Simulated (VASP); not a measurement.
# Hf (P6_3/mmc) in VASP: notebook

Hf is run at these levels: LDA; tasks: single point.

All numbers are computed with VASP 6.6.1; they aren't measurements. Logs are shortened: lines on timing, memory, paths and dates and some standing lists are left out, and cuts for length are marked.

## Step 1: The cell of the first run

It takes space group P6_3/mmc (No. 194, hexagonal). The conventional cell has a = 3.097 Å, b = 3.097 Å, c = 5.390 Å, α = 90.00°, β = 90.00°, γ = 120.00°. Hf (site symmetry -6m2) has 12 Hf at 3.10 to 3.23 Å within 4.1 Å.

## Step 2: Single point, LDA

Input file INCAR:

```
PREC = Accurate ; ENCUT = 520
EDIFF = 1E-6 ; ISMEAR = 0
SIGMA = 0.15 ; LREAL = F
LASPH = T ; NELM = 80
ALGO = Fast ; ISIF = 2
LWAVE = F ; LCHARG = F
GGA = CA ; NBANDS = 17
```

Input file KPOINTS:

```
Automatic mesh
0
Gamma
  21 21 10
```

Input file POSCAR:

```
Hf
1.0
    3.0967355433      0.0000000000      0.0000000000
   -1.5483677717      2.6818516493      0.0000000000
    0.0000000000      0.0000000000      5.3896029931
Hf
2
Direct
    0.3333333333      0.6666666667      0.2500000000
    0.6666666667      0.3333333333      0.7500000000
```

Potentials or basis: VASP PAW LDA potentials, release 64 (Hf_pv).

Started as:

```console
$ cat potpaw_LDA.64/Hf_pv/POTCAR > POTCAR
$ mpirun -np 1 vasp_std > vasp.out
```

OUTCAR:

```text
PREC = Accurate
   ENCUT = 520
   EDIFF = 1E-6
   ISMEAR = 0
   LREAL = F
   LASPH = T
   NELM = 80
   ISIF = 2
   GGA = CA

 ion  position               nearest neighbor table
   1  0.333  0.667  0.250-   2 3.23   2 3.23   2 3.23   2 3.23   2 3.23   2 3.23
   2  0.667  0.333  0.750-   1 3.23   1 3.23   1 3.23   1 3.23   1 3.23   1 3.23

  LATTYP: Found a hexagonal cell.
 ALAT       =     3.0967355433
 C/A-ratio  =     1.7404143550

  Lattice vectors:

 A1 = (   3.0967355433,   0.0000000000,   0.0000000000)
 A2 = (  -1.5483677717,   2.6818516493,   0.0000000000)
 A3 = (   0.0000000000,   0.0000000000,   5.3896029931)

Analysis of symmetry for initial positions (statically):
=====================================================================
 Subroutine PRICEL returns:
 Original cell was already a primitive cell.

 Routine SETGRP: Setting up the symmetry group for a
 hexagonal supercell.

 Subroutine GETGRP returns: Found 24 space group operations
 (whereof 12 operations were pure point group operations)
 out of a pool of 24 trial point group operations.

The static configuration has the point symmetry D_3d.
 The point group associated with its full space group is D_6h.

Analysis of symmetry for dynamics (positions and initial velocities):
=====================================================================
 Subroutine PRICEL returns:
 Original cell was already a primitive cell.

 Routine SETGRP: Setting up the symmetry group for a
 hexagonal supercell.

 Subroutine GETGRP returns: Found 24 space group operations
 (whereof 12 operations were pure point group operations)
 out of a pool of 24 trial point group operations.

The dynamic configuration has the point symmetry D_3d.
 The point group associated with its full space group is D_6h.

 Subroutine INISYM returns: Found 24 space group operations
 (whereof 12 operations are pure point group operations),
 and found     1 'primitive' translations

----------------------------------------------------------------------------------------

                                     Primitive cell

  volume of cell :      44.7606

  direct lattice vectors                    reciprocal lattice vectors
     3.096735543  0.000000000  0.000000000     0.322920697  0.186438351  0.000000000
    -1.548367772  2.681851649  0.000000000     0.000000000  0.372876703  0.000000000
     0.000000000  0.000000000  5.389602993     0.000000000  0.000000000  0.185542423

  length of vectors
     3.096735543  3.096735543  5.389602993     0.372876703  0.372876703  0.185542423

  position of ions in fractional coordinates (direct lattice)
     0.333333333  0.666666667  0.250000000
     0.666666667  0.333333333  0.750000000

  ion indices of the primitive-cell ions
   primitive index   ion index
                 1           1
                 2           2

----------------------------------------------------------------------------------------

 KPOINTS: Automatic mesh

Automatic generation of k-mesh.
 Grid dimensions read from file:
 generate k-points for:   21   21   10

 Generating k-lattice:

  Cartesian coordinates                     Fractional coordinates (reciprocal lattice)
     0.015377176  0.008878017  0.000000000     0.047619048 -0.000000000  0.000000000
     0.000000000  0.017756033  0.000000000     0.000000000  0.047619048  0.000000000
     0.000000000  0.000000000  0.018554242     0.000000000  0.000000000  0.100000000

  Length of vectors
     0.017756033  0.017756033  0.018554242

  Shift w.r.t. Gamma in fractional coordinates (k-lattice)
     0.000000000  0.000000000  0.000000000

 Subroutine IBZKPT returns following result:
 ===========================================

 Found    288 irreducible k-points:

 Following reciprocal coordinates:
            Coordinates               Weight
  0.000000  0.000000  0.000000      1.000000
  0.047619  0.000000  0.000000      6.000000
  0.095238  0.000000  0.000000      6.000000
  0.142857  0.000000  0.000000      6.000000
  0.190476  0.000000  0.000000      6.000000
  0.238095  0.000000  0.000000      6.000000
[... 16 lines left out ...]
  0.142857  0.095238  0.000000     12.000000
  0.190476  0.095238  0.000000     12.000000
 [... further k-points ...]
   k-points           NKPTS =    288   k-points in BZ     NKDIM =    288   number of bands    NBANDS=     17
   number of dos      NEDOS =    301   number of ions     NIONS =      2
   total plane-waves  NPLWV =  23040
   dimension x,y,z NGX =    24 NGY =   24 NGZ =   40
   dimension x,y,z NGXF=    48 NGYF=   48 NGZF=   80
   ions per type =               2
   NGX,Y,Z   is equivalent  to a cutoff of  12.88, 12.88, 12.34 a.u.
   NGXF,Y,Z  is equivalent  to a cutoff of  25.77, 25.77, 24.68 a.u.
 SYSTEM =  unknown system
   PREC   = accura    normal or accurate (medium, high low for compatibility)
   ISTART =      0    job   : 0-new  1-cont  2-samecut
   ICHARG =      2    charge: 1-file 2-atom 10-const
   ISPIN  =      1    spin polarized calculation?
   LNONCOLLINEAR =      F non collinear calculations
   LSORBIT =      F    spin-orbit coupling
   LASPH  =      T    aspherical Exc in radial PAW
   ENCUT  =  520.0 eV  38.22 Ry    6.18 a.u.   5.76  5.76 10.02*2*pi/ulx,y,z
   NELM   =     80;   NELMIN=  2; NELMDL= -5     # of ELM steps
   EDIFF  = 0.1E-05   stopping-criterion for ELM
   LREAL  =      F    real-space projection
   EDIFFG = 0.1E-04   stopping-criterion for IOM
   NSW    =      0    number of steps for IOM
   IBRION =     -1    ionic relax: 0-MD 1-quasi-New 2-CG
   NFREE  =      0    steps in history (QN), initial steepest desc. (CG)
   ISIF   =      2    stress and relaxation
   ISYM   =      2    0-nonsym 1-usesym 2-fastsym
   POTIM  = 0.5000    time-step for ionic-motion
   TEBEG  =    0.0;   TEEND  =   0.0 temperature during run
   PSTRESS=    0.0 pullay stress
   NELECT =      20.0000    total number of electrons
   NUPDOWN=      -1.0000    fix difference up-down
   EMIN   =  10.00;   EMAX   =-10.00  energy-range for DOS
   EFERMI =   0.00;   METHOD = LEGACY
   ISMEAR =     0;   SIGMA  =   0.15  broadening in eV -4-tet -1-fermi 0-gaus
   EFERMI_NEDOS =   21; number of points for ismear=-14 and -15
   IALGO  =     68    algorithm
   IMIX   =      4    mixing-type and parameters
     AMIX     =   0.40;   BMIX     =  1.00
     AMIX_MAG =   1.60;   BMIX_MAG =  1.00
  volume/ion in A,a.u.               =      22.38       151.03
  Fermi-wavevector in a.u.,A,eV,Ry     =   1.251564  2.365112 21.312324  1.566412
  Thomas-Fermi vector in A             =   2.385505
   LORBIT       =      0    0 simple, 1 ext, 2 COOP (PROOUT), +10 PAW based schemes
   GGA     = CA    functional components
   LHFCALC =     F    Hartree Fock is set to
   AEXX    =    0.0000 exact exchange contribution
   IVDW    =     0    specifies the selected vdW correction
   LEPSILON=     F    determine dielectric tensor
   LRPA    =     F    only Hartree local field effects (RPA)
 non-spin polarized calculation
 RMM-DIIS sequential band-by-band and
 Gauss-broadening in eV      SIGMA  =   0.15
  energy-cutoff  :      520.00
  volume of cell :       44.76
 maximum number of plane-waves:      1224
 NGX is ok and might be reduce to    24

 number of electron      20.0000003 magnetization

 Free energy of the ion-electron system (eV)
  ---------------------------------------------------
  ext. energy  EPLUGINS =         0.00000000
  ---------------------------------------------------
  free energy    TOTEN  =       -21.23486692 eV

  energy without entropy =      -21.21417038  energy(sigma->0) =      -21.22451865

 E-fermi :   4.7323     XC(G=0): -11.4647

 val. band max:        4.7311485256   @ k =   0.1429   0.0952   0.3000
 cond. band min:       4.7338330881   @ k =   0.3333   0.2857   0.4000
 fundamental gap:      0.0026845625
 Fermi energy:         4.7323310764

 k-point     1 :       0.0000    0.0000    0.0000
  band No.  band energies     occupation
      1     -26.0316      2.00000
      2     -25.3270      2.00000
      3     -25.2737      2.00000
      4     -25.2737      2.00000
      5     -25.1971      2.00000
      6     -25.1971      2.00000
[... 9 lines left out ...]
     16       8.0856      0.00000
     17      10.1826      0.00000

 k-point     2 :       0.0476    0.0000    0.0000
  band No.  band energies     occupation
      1     -26.0257      2.00000
      2     -25.3280      2.00000
      3     -25.2915      2.00000
      4     -25.2787      2.00000
      5     -25.2155      2.00000
      6     -25.2002      2.00000
[... 9 lines left out ...]
     16       8.0131      0.00000
     17      10.2575      0.00000

 k-point     3 :       0.0952    0.0000    0.0000
  band No.  band energies     occupation
      1     -26.0082      2.00000
      2     -25.3434      2.00000
      3     -25.3314      2.00000
      4     -25.2932      2.00000
      5     -25.2686      2.00000
      6     -25.2095      2.00000
[... 9 lines left out ...]
     16       7.8209      0.00000
     17      10.3318      0.00000

 k-point     4 :       0.1429    0.0000    0.0000
  band No.  band energies     occupation
      1     -25.9801      2.00000
      2     -25.4244      2.00000
      3     -25.3504      2.00000
      4     -25.3373      2.00000
      5     -25.3155      2.00000
      6     -25.2244      2.00000
[... 9 lines left out ...]
     16       7.5594      0.00000
     17      10.4499      0.00000

 k-point     5 :       0.1905    0.0000    0.0000
  band No.  band energies     occupation
      1     -25.9428      2.00000
      2     -25.5269      2.00000
      3     -25.4520      2.00000
      4     -25.3462      2.00000
      5     -25.3435      2.00000
      6     -25.2436      2.00000
[... 9 lines left out ...]
     16       7.7364      0.00000
     17      10.5565      0.00000

 k-point     6 :       0.2381    0.0000    0.0000
  band No.  band energies     occupation
      1     -25.8983      2.00000
      2     -25.6413      2.00000
      3     -25.5634      2.00000
      4     -25.3742      2.00000
      5     -25.3586      2.00000
      6     -25.2655      2.00000
[... 9 lines left out ...]
     16       8.3113      0.00000
     17      10.6351      0.00000

 k-point     7 :       0.2857    0.0000    0.0000
  band No.  band energies     occupation
      1     -25.8491      2.00000
      2     -25.7572      2.00000
      3     -25.6743      2.00000
      4     -25.4052      2.00000
      5     -25.3749      2.00000
      6     -25.2882      2.00000
[... 9 lines left out ...]
     16       8.9720      0.00000
     17      10.6840      0.00000

 k-point     8 :       0.3333    0.0000    0.0000
  band No.  band energies     occupation
      1     -25.8642      2.00000
      2     -25.7983      2.00000
      3     -25.7754      2.00000
      4     -25.4336      2.00000
      5     -25.3948      2.00000
      6     -25.3095      2.00000
[... 9 lines left out ...]
     16       9.6827      0.00000
     17      10.7105      0.00000
[... 203 lines left out ...]
      1     -25.9842      2.00000
      2     -25.8886      2.00000
      3     -25.7251      2.00000
      4     -25.4763      2.00000
      5     -25.4301      2.00000
      6     -25.3459      2.00000
[... 9 lines left out ...]
     16      10.6247      0.00000
     17      10.9239      0.00000

 k-point    20 :       0.4286    0.0476    0.0000
  band No.  band energies     occupation
      1     -26.0320      2.00000
      2     -25.9325      2.00000
      3     -25.6912      2.00000
      4     -25.4900      2.00000
      5     -25.4497      2.00000
      6     -25.3563      2.00000
[... 9 lines left out ...]
     16      10.9032      0.00000
     17      11.5640      0.00000

 k-point    21 :       0.4762    0.0476    0.0000
  band No.  band energies     occupation
      1     -26.0484      2.00000
      2     -25.9475      2.00000
      3     -25.6781      2.00000
      4     -25.4947      2.00000
      5     -25.4579      2.00000
      6     -25.3599      2.00000
[... 9 lines left out ...]
     16      11.0689      0.00000
     17      12.0568      0.00000

 k-point    22 :       0.0952    0.0952    0.0000
  band No.  band energies     occupation
      1     -25.9638      2.00000
      2     -25.4568      2.00000
      3     -25.4118      2.00000
      4     -25.3410      2.00000
      5     -25.3154      2.00000
      6     -25.2428      2.00000
[... 9 lines left out ...]
     16       7.5319      0.00000
     17      10.3814      0.00000

 k-point    23 :       0.1429    0.0952    0.0000
  band No.  band energies     occupation
      1     -25.9274      2.00000
      2     -25.5455      2.00000
      3     -25.5043      2.00000
      4     -25.3503      2.00000
      5     -25.3477      2.00000
      6     -25.2685      2.00000
[... 9 lines left out ...]
     16       8.0486      0.00000
     17      10.4007      0.00000

 k-point    24 :       0.1905    0.0952    0.0000
  band No.  band energies     occupation
      1     -25.8839      2.00000
      2     -25.6495      2.00000
      3     -25.6005      2.00000
      4     -25.3860      2.00000
      5     -25.3630      2.00000
      6     -25.2958      2.00000
[... 9 lines left out ...]
     16       8.6783      0.00000
     17      10.4177      0.00000

 [... further k-points ...]
[... 5 lines left out ...]
  --------------------------------------------------------------------------------------
  -------------------------------------------------------------------------------------
  Total       -1.2931831     -1.2931831     -3.7969097      0.0000000      0.0000000      0.0000000
  in kB      -46.2886967    -46.2886967   -135.9080588      0.0000000      0.0000000      0.0000000
  external PRESSURE =     -76.1618174 kB  Pullay stress =       0.0000000 kB

 VOLUME and BASIS-vectors are now :
 -----------------------------------------------------------------------------
  energy-cutoff  :      520.00
  volume of cell :       44.76
      direct lattice vectors                 reciprocal lattice vectors
     3.096735543  0.000000000  0.000000000     0.322920697  0.186438351  0.000000000
    -1.548367772  2.681851649  0.000000000     0.000000000  0.372876703  0.000000000
     0.000000000  0.000000000  5.389602993     0.000000000  0.000000000  0.185542423

 POSITION                                       TOTAL-FORCE (eV/Angst)
 -----------------------------------------------------------------------------------
     -0.00000      1.78790      1.34740        -0.000000      0.000000      0.000000
      1.54837      0.89395      4.04220         0.000000      0.000000      0.000000
 -----------------------------------------------------------------------------------
    total drift:                               -0.000000      0.000000     -0.000000

  FREE ENERGIE OF THE ION-ELECTRON SYSTEM (eV)
  ---------------------------------------------------
  free  energy   TOTEN  =       -21.2348669228 eV

  energy  without entropy=      -21.2141703760  energy(sigma->0) =      -21.22451865
```

Wall time 1.9 min (1 thread of Intel Xeon 6975P-C, shared host); peak memory 0.28 GiB.

Results:

* Free energy: -21.2349 eV
* Pressure: -7.6 GPa
* Band gap on the k mesh: zero (band 10 reaches 5.27 eV, above the bottom of band 11 at 4.42 eV)

Caveat: spin-orbit coupling is left out, which moves the levels of the heavy elements.

## Step 3: Single point, LDA

This run uses another cell than the first one, of the same volume but with other edges.

Input file INCAR:

```
SYSTEM = Hf
ALGO = Fast
EDIFF = 1E-7
ENCUT = 520
ISIF = 2
ISMEAR = 0
LASPH = .TRUE.
LCHARG = .TRUE.
LELF = .TRUE.
LREAL = .FALSE.
LVHAR = .TRUE.
LWAVE = .FALSE.
NBANDS = 17
NELM = 100
PREC = Accurate
SIGMA = 0.15
```

Input file KPOINTS:

```
k-points
0
G
  21 21 10
  0 0 0
```

Input file POSCAR:

```
Hf
1.0
    3.2404943572      0.0000000000      0.0000000000
   -1.6202471786      2.8063504341      0.0000000000
    0.0000000000      0.0000000000      4.9220098005
Hf
2
Direct
    0.3333333333      0.6666666667      0.2500000000
    0.6666666667      0.3333333333      0.7500000000
```

Potentials or basis: VASP PAW LDA potentials, release 64 (Hf_pv).

Started as:

```console
$ cat potpaw_LDA.64/Hf_pv/POTCAR > POTCAR
$ mpirun -np 1 vasp_std > vasp.out
```

OUTCAR:

```text
SYSTEM = Hf
   EDIFF = 1E-7
   ENCUT = 520
   ISIF = 2
   ISMEAR = 0
   LASPH = .TRUE.
   LREAL = .FALSE.
   NELM = 100
   PREC = Accurate

 ion  position               nearest neighbor table
   1  0.333  0.667  0.250-   2 3.09   2 3.09   2 3.09   2 3.09   2 3.09   2 3.09
   2  0.667  0.333  0.750-   1 3.09   1 3.09   1 3.09   1 3.09   1 3.09   1 3.09

  LATTYP: Found a hexagonal cell.
 ALAT       =     3.2404943572
 C/A-ratio  =     1.5189070734

  Lattice vectors:

[... 670 lines left out ...]
------------------------ aborting loop because EDIFF is reached ----------------------------------------

  FORCE on cell =-STRESS in cart. coord.  units (eV):
  Direction    XX          YY          ZZ          XY          YZ          ZX
  --------------------------------------------------------------------------------------
  -------------------------------------------------------------------------------------
  Total       -2.4647939     -2.4647939     -1.2856623      0.0000000      0.0000000      0.0000000
  in kB      -88.2257881    -88.2257881    -46.0194957      0.0000000      0.0000000      0.0000000
  external PRESSURE =     -74.1570239 kB  Pullay stress =       0.0000000 kB

 VOLUME and BASIS-vectors are now :
 -----------------------------------------------------------------------------
  energy-cutoff  :      520.00
  volume of cell :       44.76
      direct lattice vectors                 reciprocal lattice vectors
     3.240494357  0.000000000  0.000000000     0.308594890  0.178167343  0.000000000
    -1.620247179  2.806350434  0.000000000     0.000000000  0.356334686  0.000000000
     0.000000000  0.000000000  4.922009800     0.000000000  0.000000000  0.203169039

 POSITION                                       TOTAL-FORCE (eV/Angst)
 -----------------------------------------------------------------------------------
     -0.00000      1.87090      1.23050         0.000000     -0.000000      0.000000
      1.62025      0.93545      3.69151        -0.000000      0.000000      0.000000
 -----------------------------------------------------------------------------------
    total drift:                               -0.000000      0.000000     -0.000000

  FREE ENERGIE OF THE ION-ELECTRON SYSTEM (eV)
  ---------------------------------------------------
  free  energy   TOTEN  =       -21.3070282234 eV

  energy  without entropy=      -21.2908535039  energy(sigma->0) =      -21.29894086
```

stdout:

```text
POSCAR found type information on POSCAR Hf
 POSCAR found :  1 types and       2 ions
 scaLAPACK will be used
 LDA part: xc-table for (Slater(with rela. corr.)+CA(PZ))
 , standard interpolation
 POSCAR, INCAR and KPOINTS ok, starting setup
 FFT: planning ... GRIDC
 FFT: planning ... GRID_SOFT
 FFT: planning ... GRID
 WAVECAR not read
 entering main loop
```

Run time: 2 min. Hardware: 1 thread of Intel Xeon 6975P-C, shared host; peak memory 0.29 GiB.

Results:

```yaml
Free_energy: -21.3070 eV
Pressure: -7.4 GPa
Band_gap_on_the_k_mesh: zero (band 10 reaches 5.82 eV, above the bottom of band 11 at 4.33 eV)
```

Stress tensor (GPa, compression positive):
```
-8.82  0.00  0.00
 0.00 -8.82  0.00
 0.00  0.00 -4.60
```

Caveat: spin-orbit coupling is left out, which moves the levels of the heavy elements.
